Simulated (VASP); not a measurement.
# Al3Pd (Pm-3m) in VASP: further runs

The runs below take Al3Pd through relaxation of cell and atoms, single point, with PBEsol, LDA.

Everything below comes from runs of VASP 6.6.1. Logs are shortened: lines on timing, memory, paths and dates and some standing lists are left out, and cuts for length are marked.

## 1. The cell of the first run

The structure is cubic, space group Pm-3m (No. 221). Conventional cell: a = 3.947 Å, b = 3.947 Å, c = 3.947 Å, α = 90.00°, β = 90.00°, γ = 90.00°. Pd (site symmetry m-3m) has 12 Al at 2.79 Å within 3.7 Å. Al (site symmetry 4/mmm) has 4 Pd at 2.79 Å and 8 Al at 2.79 Å within 3.7 Å.

## 2. Relaxation of cell and atoms, PBEsol, target pressure 20 GPa, at which the enthalpy is minimised

INCAR reads:

```
PREC     = Accurate       # precision mode
ENCUT    = 600            # plane-wave cutoff, eV
EDIFF    = 1E-7           # SCF threshold, eV
ISMEAR   = -1             # smearing method
SIGMA    = 0.05           # smearing width, eV
LREAL    = False          # projectors in reciprocal space
LASPH    = True           # aspherical terms in the spheres
NELM     = 80             # most SCF steps
ALGO     = Normal         # electronic algorithm
ISIF     = 3              # what is computed and relaxed
LWAVE    = False          # write WAVECAR
LCHARG   = False          # write CHGCAR
GGA      = PS             # functional
IBRION   = 2              # ionic algorithm
NSW      = 80             # ionic steps
EDIFFG   = -0.005         # ionic threshold
PSTRESS  = 200.0
```

KPOINTS reads:

```
regular mesh
0
Gamma
  7 7 7
```

POSCAR reads:

```
Al3Pd
1.0
    3.9469100000      0.0000000000      0.0000000000
    0.0000000000      3.9469100000      0.0000000000
    0.0000000000      0.0000000000      3.9469100000
Pd Al
1 3
Direct
    0.0000000000      0.0000000000      0.0000000000
    0.5000000000      0.5000000000      0.0000000000
    0.5000000000      0.0000000000      0.5000000000
    0.0000000000      0.5000000000      0.5000000000
```

Potentials or basis: VASP PAW PBE potentials, release 64 (Pd, Al).

Started as:

```sh
cat potpaw_PBE.64/Pd/POTCAR potpaw_PBE.64/Al/POTCAR > POTCAR
mpirun -np 1 vasp_std > vasp.out
```

OUTCAR:

```text
PREC = Accurate
   ENCUT = 600
   EDIFF = 1E-7
   ISMEAR = -1
   LREAL = False
   LASPH = True
   NELM = 80
   ISIF = 3
   GGA = PS
   IBRION = 2
   NSW = 80
   EDIFFG = -0.005
   PSTRESS = 200.0

 ion  position               nearest neighbor table
   1  0.000  0.000  0.000-   2 2.79   3 2.79   4 2.79   3 2.79   4 2.79   2 2.79   4 2.79   4 2.79
                             2 2.79   3 2.79   3 2.79   2 2.79
   2  0.500  0.500  0.000-   1 2.79   3 2.79   4 2.79   3 2.79   4 2.79   1 2.79   3 2.79   3 2.79
                             1 2.79   4 2.79   4 2.79   1 2.79
   3  0.500  0.000  0.500-   1 2.79   2 2.79   4 2.79   1 2.79   2 2.79   2 2.79   4 2.79   2 2.79
                             1 2.79   4 2.79   1 2.79   4 2.79
   4  0.000  0.500  0.500-   1 2.79   2 2.79   3 2.79   1 2.79   2 2.79   1 2.79   3 2.79   1 2.79
                             2 2.79   3 2.79   2 2.79   3 2.79

  LATTYP: Found a simple cubic cell.
 ALAT       =     3.9469100000

  Lattice vectors:

 A1 = (   3.9469100000,   0.0000000000,   0.0000000000)
 A2 = (   0.0000000000,   3.9469100000,   0.0000000000)
 A3 = (   0.0000000000,   0.0000000000,   3.9469100000)

Analysis of symmetry for initial positions (statically):
=====================================================================
 Subroutine PRICEL returns:
 Original cell was already a primitive cell.

 Routine SETGRP: Setting up the symmetry group for a
 simple cubic supercell.

 Subroutine GETGRP returns: Found 48 space group operations
 (whereof 48 operations were pure point group operations)
 out of a pool of 48 trial point group operations.

The static configuration has the point symmetry O_h .

Analysis of symmetry for dynamics (positions and initial velocities):
=====================================================================
 Subroutine PRICEL returns:
 Original cell was already a primitive cell.

 Routine SETGRP: Setting up the symmetry group for a
 simple cubic supercell.

 Subroutine GETGRP returns: Found 48 space group operations
 (whereof 48 operations were pure point group operations)
 out of a pool of 48 trial point group operations.

The dynamic configuration has the point symmetry O_h .

 Subroutine INISYM returns: Found 48 space group operations
 (whereof 48 operations are pure point group operations),
 and found     1 'primitive' translations

----------------------------------------------------------------------------------------

                                     Primitive cell

  volume of cell :      61.4854

  direct lattice vectors                    reciprocal lattice vectors
     3.946910000  0.000000000  0.000000000     0.253362757  0.000000000  0.000000000
     0.000000000  3.946910000  0.000000000     0.000000000  0.253362757  0.000000000
     0.000000000  0.000000000  3.946910000     0.000000000  0.000000000  0.253362757

  length of vectors
     3.946910000  3.946910000  3.946910000     0.253362757  0.253362757  0.253362757

  position of ions in fractional coordinates (direct lattice)
     0.000000000  0.000000000  0.000000000
     0.500000000  0.500000000  0.000000000
     0.500000000  0.000000000  0.500000000
     0.000000000  0.500000000  0.500000000

  ion indices of the primitive-cell ions
   primitive index   ion index
                 1           1
                 2           2
                 3           3
                 4           4

----------------------------------------------------------------------------------------

 KPOINTS: regular mesh

Automatic generation of k-mesh.
 Grid dimensions read from file:
 generate k-points for:    7    7    7

 Generating k-lattice:

  Cartesian coordinates                     Fractional coordinates (reciprocal lattice)
     0.036194680  0.000000000  0.000000000     0.142857143  0.000000000  0.000000000
     0.000000000  0.036194680  0.000000000     0.000000000  0.142857143  0.000000000
     0.000000000  0.000000000  0.036194680     0.000000000  0.000000000  0.142857143

  Length of vectors
     0.036194680  0.036194680  0.036194680

  Shift w.r.t. Gamma in fractional coordinates (k-lattice)
     0.000000000  0.000000000  0.000000000

 Subroutine IBZKPT returns following result:
 ===========================================

 Found     20 irreducible k-points:

 Following reciprocal coordinates:
            Coordinates               Weight
  0.000000  0.000000  0.000000      1.000000
  0.142857  0.000000  0.000000      6.000000
  0.285714  0.000000  0.000000      6.000000
  0.428571  0.000000  0.000000      6.000000
  0.142857  0.142857  0.000000     12.000000
  0.285714  0.142857  0.000000     24.000000
[... 12 lines left out ...]
  0.428571  0.428571  0.285714     24.000000
  0.428571  0.428571  0.428571      8.000000
   k-points           NKPTS =     20   k-points in BZ     NKDIM =     20   number of bands    NBANDS=     13
   number of dos      NEDOS =    301   number of ions     NIONS =      4
   total plane-waves  NPLWV =  32768
   dimension x,y,z NGX =    32 NGY =   32 NGZ =   32
   dimension x,y,z NGXF=    64 NGYF=   64 NGZF=   64
   ions per type =               1   3
   NGX,Y,Z   is equivalent  to a cutoff of  13.48, 13.48, 13.48 a.u.
   NGXF,Y,Z  is equivalent  to a cutoff of  26.96, 26.96, 26.96 a.u.
 SYSTEM =  unknown system
   PREC   = accura    normal or accurate (medium, high low for compatibility)
   ISTART =      0    job   : 0-new  1-cont  2-samecut
   ICHARG =      2    charge: 1-file 2-atom 10-const
   ISPIN  =      1    spin polarized calculation?
   LNONCOLLINEAR =      F non collinear calculations
   LSORBIT =      F    spin-orbit coupling
   LASPH  =      T    aspherical Exc in radial PAW
   ENCUT  =  600.0 eV  44.10 Ry    6.64 a.u.   7.88  7.88  7.88*2*pi/ulx,y,z
   NELM   =     80;   NELMIN=  2; NELMDL= -5     # of ELM steps
   EDIFF  = 0.1E-06   stopping-criterion for ELM
   LREAL  =      F    real-space projection
   EDIFFG = -.5E-02   stopping-criterion for IOM
   NSW    =     80    number of steps for IOM
   IBRION =      2    ionic relax: 0-MD 1-quasi-New 2-CG
   NFREE  =      1    steps in history (QN), initial steepest desc. (CG)
   ISIF   =      3    stress and relaxation
   ISYM   =      2    0-nonsym 1-usesym 2-fastsym
   POTIM  = 0.5000    time-step for ionic-motion
   TEBEG  =    0.0;   TEEND  =   0.0 temperature during run
   PSTRESS=  200.0 pullay stress
   NELECT =      19.0000    total number of electrons
   NUPDOWN=      -1.0000    fix difference up-down
   EMIN   =  10.00;   EMAX   =-10.00  energy-range for DOS
   EFERMI =   0.00;   METHOD = LEGACY
   ISMEAR =    -1;   SIGMA  =   0.05  broadening in eV -4-tet -1-fermi 0-gaus
   EFERMI_NEDOS =   21; number of points for ismear=-14 and -15
   IALGO  =     38    algorithm
   IMIX   =      4    mixing-type and parameters
     AMIX     =   0.40;   BMIX     =  1.00
     AMIX_MAG =   1.60;   BMIX_MAG =  1.00
  volume/ion in A,a.u.               =      15.37       103.73
  Fermi-wavevector in a.u.,A,eV,Ry     =   1.106799  2.091547 16.667195  1.225004
  Thomas-Fermi vector in A             =   2.243305
   LORBIT       =      0    0 simple, 1 ext, 2 COOP (PROOUT), +10 PAW based schemes
   GGA     = PS    functional components
   LHFCALC =     F    Hartree Fock is set to
   AEXX    =    0.0000 exact exchange contribution
   IVDW    =     0    specifies the selected vdW correction
   LEPSILON=     F    determine dielectric tensor
   LRPA    =     F    only Hartree local field effects (RPA)
 conjugate gradient relaxation of ions
 non-spin polarized calculation
  energy-cutoff  :      600.00
  volume of cell :       61.49
 maximum number of plane-waves:      2103
 NGX is ok and might be reduce to    32
   NGX = 15   NGY = 15   NGZ = 15

--------------------------------------- Ionic step        1  -------------------------------------------

 number of electron      19.0000003 magnetization

 Free energy of the ion-electron system (eV)
  ---------------------------------------------------
  ext. energy  EPLUGINS =         0.00000000
  ---------------------------------------------------
  free energy    TOTEN  =       -19.60415370 eV

  energy without entropy =      -19.57984301  energy(sigma->0) =      -19.59199835

 E-fermi :   9.2517     XC(G=0): -11.1599

 val. band max:        9.2166544303   @ k =   0.2857   0.2857   0.0000
 cond. band min:       9.2590539278   @ k =   0.0000   0.0000   0.0000
 fundamental gap:      0.0423994975
 Fermi energy:         9.2517323905

 k-point     1 :       0.0000    0.0000    0.0000
  band No.  band energies     occupation
      1      -1.8549      2.00000
      2       4.1651      2.00000
      3       4.1651      2.00000
      4       5.5275      2.00000
      5       5.5275      2.00000
      6       5.5275      2.00000
      7       6.9083      2.00000
      8       6.9083      2.00000
      9       6.9083      2.00000
     10       9.2591      0.92692
     11      11.0147      0.00000
     12      11.0147      0.00000
     13      15.0337      0.00000

 k-point     2 :       0.1429    0.0000    0.0000
  band No.  band energies     occupation
      1      -1.6554      2.00000
      2       3.8725      2.00000
      3       4.2283      2.00000
      4       5.2919      2.00000
      5       5.2919      2.00000
      6       5.5423      2.00000
      7       6.1523      2.00000
      8       7.3213      2.00000
      9       7.3213      2.00000
     10       9.8211      0.00002
     11      10.9634      0.00000
[... 519 lines left out ...]
  FREE ENERGIE OF THE ION-ELECTRON SYSTEM (eV)
  ---------------------------------------------------
  free  energy   TOTEN  =       -19.2185501028 eV

  energy  without entropy=      -19.1928495313  energy(sigma->0) =      -19.20569982

  enthalpy is  TOTEN    =       -12.5605288428 eV   P V=        6.6580212600

--------------------------------------- Ionic step        7  -------------------------------------------

 number of electron      19.0000001 magnetization

 Free energy of the ion-electron system (eV)
  ---------------------------------------------------
  ext. energy  EPLUGINS =         0.00000000
  ---------------------------------------------------
  free energy    TOTEN  =       -19.20359918 eV

  energy without entropy =      -19.17786027  energy(sigma->0) =      -19.19072972

 E-fermi :  11.1897     XC(G=0): -11.8048

 val. band max:       11.1807842612   @ k =   0.4286   0.1429   0.1429
 cond. band min:      11.2077034454   @ k =   0.4286   0.4286   0.2857
 fundamental gap:      0.0269191842
 Fermi energy:        11.1896975171

 k-point     1 :       0.0000    0.0000    0.0000
  band No.  band energies     occupation
      1      -1.0449      2.00000
      2       5.1811      2.00000
      3       5.1811      2.00000
      4       6.7407      2.00000
      5       6.7407      2.00000
      6       6.7407      2.00000
      7       8.5111      2.00000
      8       8.5111      2.00000
      9       8.5111      2.00000
     10      10.8674      1.99683
     11      13.6678      0.00000
     12      13.6678      0.00000
     13      17.5534      0.00000

 k-point     2 :       0.1429    0.0000    0.0000
  band No.  band energies     occupation
      1      -0.8229      2.00000
      2       4.9536      2.00000
      3       5.2428      2.00000
      4       6.4843      2.00000
      5       6.4843      2.00000
      6       6.7599      2.00000
      7       7.6289      2.00000
      8       8.9616      2.00000
      9       8.9616      2.00000
     10      11.5919      0.00064
     11      13.6261      0.00000
[... 310 lines left out ...]
 POSITION                                       TOTAL-FORCE (eV/Angst)
 -----------------------------------------------------------------------------------
      0.00000      0.00000      3.76137         0.000000      0.000000      0.000000
      1.88069      1.88069     -0.00000         0.000000     -0.000000      0.000000
      1.88069      0.00000      1.88069        -0.000000     -0.000000      0.000000
      0.00000      1.88069      1.88069        -0.000000     -0.000000      0.000000
 -----------------------------------------------------------------------------------
    total drift:                                0.000000      0.000000      0.000000

  FREE ENERGIE OF THE ION-ELECTRON SYSTEM (eV)
  ---------------------------------------------------
  free  energy   TOTEN  =       -19.2035991767 eV

  energy  without entropy=      -19.1778602718  energy(sigma->0) =      -19.19072972

  enthalpy is  TOTEN    =       -12.5606950537 eV   P V=        6.6429041231

 reached required accuracy - stopping structural energy minimisation
```

Wall time 78 s (1 thread of Intel Xeon 6975P-C, shared host); peak memory 0.2 GiB.

Results:

```
Free energy                                            : -19.2036 eV
Relaxed volume                                         : 13.30 Å³/atom
Relaxed cell                                           : a = 3.761 Å, b = 3.761 Å, c = 3.761 Å, α = 90.00°, β = 90.00°, γ = 90.00°
Space group after relaxing (to 0.05 Å)                 : Pm-3m (No. 221)
Energy change on relaxing (the enthalpy is what falls) : +100.1 meV/atom
Ionic steps                                            : 7
Pressure after relaxing                                : 20.0 GPa
```

The path:
```
step  energy change (eV)  largest force (eV/Å)  pressure (GPa)  volume (Å³)
   1              0.0000                0.0000           -1.84        61.49
   2              2.5984                0.0000           68.92        44.66
   3              0.3630                0.0000           18.87        53.53
   4              0.3934                0.0000           19.81        53.27
   5              0.4130                0.0000           20.39        53.12
   6              0.3856                0.0000           19.56        53.34
   7              0.4006                0.0000           20.02        53.22
```

Final structure:
```
Pd Al
1.0
     3.76137    0.00000    0.00000
     0.00000    3.76137    0.00000
     0.00000    0.00000    3.76137
Pd Al
1 3
Direct
  0.00000 0.00000 0.00000
  0.50000 0.50000 0.00000
  0.50000 0.00000 0.50000
  0.00000 0.50000 0.50000
```

Levels at points of the mesh, in eV from the Fermi level:
```
           k point  band 6  band 7  band 8  band 9  band 10  band 11  band 12  band 13
(0.00, 0.00, 0.00)   -4.45   -2.68   -2.68   -2.68    -0.32     2.48     2.48     6.36
```

Caveat: the cell is relaxed towards a set pressure, so the enthalpy falls and the energy may rise; the PAW data sets were made with another functional, which shifts forces and pressure a little.

## 3. Single point, LDA (volume scaled by 0.94)

INCAR reads:

```
SYSTEM = Al3Pd
ALGO = Normal ; EDIFF = 1E-6
ENCUT = 520 ; GGA = CA
ISIF = 2 ; ISMEAR = -1
LASPH = .TRUE. ; LCHARG = .TRUE.
LELF = .TRUE. ; LREAL = .FALSE.
LVHAR = .TRUE. ; LWAVE = .FALSE.
NBANDS = 18 ; NELM = 100
PREC = Accurate ; SIGMA = 0.05
```

KPOINTS reads:

```
k-points
0
G
  7 7 7
  0 0 0
```

POSCAR reads:

```
Al3Pd
1.0
    3.8663382084      0.0000000000      0.0000000000
    0.0000000000      3.8663382084      0.0000000000
    0.0000000000      0.0000000000      3.8663382084
Pd Al
1 3
Direct
    0.0000000000      0.0000000000      0.0000000000
    0.5000000000      0.5000000000      0.0000000000
    0.5000000000      0.0000000000      0.5000000000
    0.0000000000      0.5000000000      0.5000000000
```

Potentials or basis: VASP PAW LDA potentials, release 64 (Pd, Al).

Started as:

```sh
cat potpaw_LDA.64/Pd/POTCAR potpaw_LDA.64/Al/POTCAR > POTCAR
mpirun -np 1 vasp_std > vasp.out
```

It took 29 s on 1 thread of AMD EPYC 7R13 (Zen 3), shared host; peak memory 0.13 GiB.

Results (log left out):

```yaml
Free_energy: -20.4591 eV
Pressure: 2.7 GPa
```

Levels at points of the mesh, in eV from the Fermi level:
```
           k point  band 5  band 6  band 7  band 8  band 9  band 10  band 11  band 12  band 13  band 14
(0.00, 0.00, 0.00)   -4.02   -4.02   -2.47   -2.47   -2.47    -0.07     2.02     2.02     5.97     5.97
```

Caveat: the cell differs from its parent crystal (volume scaled by 0.94).
